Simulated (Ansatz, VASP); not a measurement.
## One calculation of MnH4, two programs

```xyz
5
Lattice="3.6868 0.0000 0.0000 0.0000 3.6868 0.0000 0.0000 0.0000 3.4710" Properties=species:S:1:pos:R:3 pbc="T T T"
Mn    1.8434    1.8434    0.0000
H     0.6225    1.8434    0.0000
H     3.0642    1.8434    0.0000
H     1.8434    0.6225    0.0000
H     1.8434    3.0642    0.0000
```

Alike in both runs: task relaxation of cell and atoms; functional PBE; k mesh 6 × 6 × 6; occupations gaussian, width 0.1 eV; collinear spin.

|  | VASP | Ansatz |
| --- | --- | --- |
| version | VASP 6.6.1 | Ansatz 0.2.0 |
| potentials or method | VASP PAW PBE potentials, release 64 (Mn_pv, H), cutoff 600 eV | scalar-relativistic, plane waves, PAW |
| valence electrons in the cell | 17 | 19 |

|  | VASP | Ansatz | Ansatz less VASP |
| --- | --- | --- | --- |
| gap on the k mesh at the Fermi level, each at its own relaxed structure (eV) | none | none | - |
| net moment per atom (μB) | 0.82 | 0.82 | +0.001 |
| size of the moment on the site where the two differ most (μB) | 3.60 | 3.05 | -0.552 |
| relaxed volume (Å³/atom) | 11.90 | 12.05 | +0.148 |
| relaxed cell length with the largest relative difference (Å) | 4.674 | 4.721 | +0.0473 |

Site moments also hang on the region over which each program counts them. A gap of «none» marks a metal or a gap that the smearing closes. VASP's potentials hold 17 valence electrons a cell and Ansatz's 19, so a difference there can come from the potentials and not from the codes. Ansatz's warnings: cell relax basis refresh.

Noted on VASP's run: the volume moved by over 15 % at a fixed basis, so the end points are rough.
